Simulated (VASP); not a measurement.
## BeSe4: single point with PBE

BeSe4:

```
CELL_PARAMETERS angstrom
4.94299 0.00000 0.00000
0.00000 4.94299 0.00000
0.00000 0.00000 6.01430
ATOMIC_POSITIONS crystal
Be 0.50000 0.50000 0.50000
Se 0.00000 0.00000 0.50000
Se 0.00000 0.50000 0.00000
Se 0.50000 0.00000 0.00000
Se 0.50000 0.50000 0.00000
```

```json
{
  "Program": "VASP 6.6.1",
  "Task": "single point",
  "Functional": "PBE",
  "Potentials or basis": "VASP PAW PBE potentials, release 64 (Be, Se)",
  "Cutoff": "520 eV",
  "k mesh": "4 × 4 × 4",
  "Occupations": "gaussian, width 0.1 eV",
  "Spin": "no spin polarisation"
}
```

```yaml
Pressure: -2.0 GPa
Band_gap_on_the_k_mesh: zero (band 13 reaches 1.27 eV, above the bottom of band 14 at 0.45 eV)
```

Stress tensor (GPa, compression positive):
```
 0.30  0.00  0.00
 0.00  0.30  0.00
 0.00  0.00 -6.52
```

Levels at points of the mesh, in eV from the Fermi level:
| k point | band 9 | band 10 | band 11 | band 12 | band 13 | band 14 | band 15 | band 16 | band 17 | band 18 |
| --- | --- | --- | --- | --- | --- | --- | --- | --- | --- | --- |
| (0.00, 0.00, 0.00) | -1.01 | -1.01 | -0.73 | -0.49 | -0.03 | -0.03 | 1.30 | 4.10 | 4.10 | 5.36 |
| (0.50, 0.00, 0.00) | -1.83 | -1.60 | -0.21 | -0.12 | 0.18 | 0.23 | 0.24 | 1.10 | 2.34 | 3.08 |
| (0.50, 0.50, 0.00) | -1.37 | -1.37 | -1.00 | -0.93 | -0.68 | -0.57 | -0.57 | 0.72 | 0.97 | 4.22 |
| (0.00, 0.00, 0.50) | -0.82 | -0.77 | -0.61 | -0.41 | -0.41 | 0.12 | 1.19 | 2.69 | 3.70 | 3.70 |
| (0.50, 0.00, 0.50) | -1.35 | -1.00 | -0.66 | -0.51 | -0.19 | -0.02 | 0.84 | 2.31 | 2.45 | 2.65 |
| (0.50, 0.50, 0.50) | -1.00 | -0.55 | -0.55 | 0.05 | 0.05 | 0.11 | 0.70 | 0.98 | 1.06 | 2.75 |

It took 33 s on 1 thread of Intel(R) Xeon(R) Platinum 8488C (Sapphire Rapids), with other jobs on the host, peak memory 0.26 GiB.
